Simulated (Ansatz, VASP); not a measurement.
GdN: VASP beside Ansatz

```
Gd N
1.0
     3.03323    0.00000    0.00000
     0.00000    3.03323    0.00000
     0.00000    0.00000    3.03323
Gd N
1 1
Direct
  0.50000 0.50000 0.50000
  0.00000 0.00000 0.00000
```

Change from the starting cell: species swapped into the SmAu type (Pm-3m, No. 221).

Alike in both runs: functional PBE; k mesh 18 × 18 × 18; occupations gaussian, width 0.1 eV; collinear spin.

Ansatz relaxed the structure, and its values are those at the end. VASP's run is a single point on that final structure, the one shown.

```csv
,VASP,Ansatz
version,VASP 6.6.1,Ansatz 0.2.0
potentials or method,"VASP PAW PBE potentials, release 64 (Gd, N), cutoff 520 eV","scalar-relativistic, plane waves, PAW"
valence electrons in the cell,23,23
```

Ansatz gave:

```
gap on the k mesh at the Fermi level (eV)                     : none
pressure (GPa)                                                : 0.0
net moment per atom (μB)                                      : 3.50
size of the moment on the site where the two differ most (μB) : 6.86
```

**Question.** Estimate VASP's values.

**Answer.** gap on the k mesh at the Fermi level (eV): none; pressure (GPa): 0.2; net moment per atom (μB): 3.50; size of the moment on the site where the two differ most (μB): 6.77.

Site moments also hang on the region over which each program counts them. A gap of «none» marks a metal or a gap that the smearing closes. The functional is the same, so the differences come from potentials, cutoffs and numerics.

Neither program's run includes spin-orbit coupling.
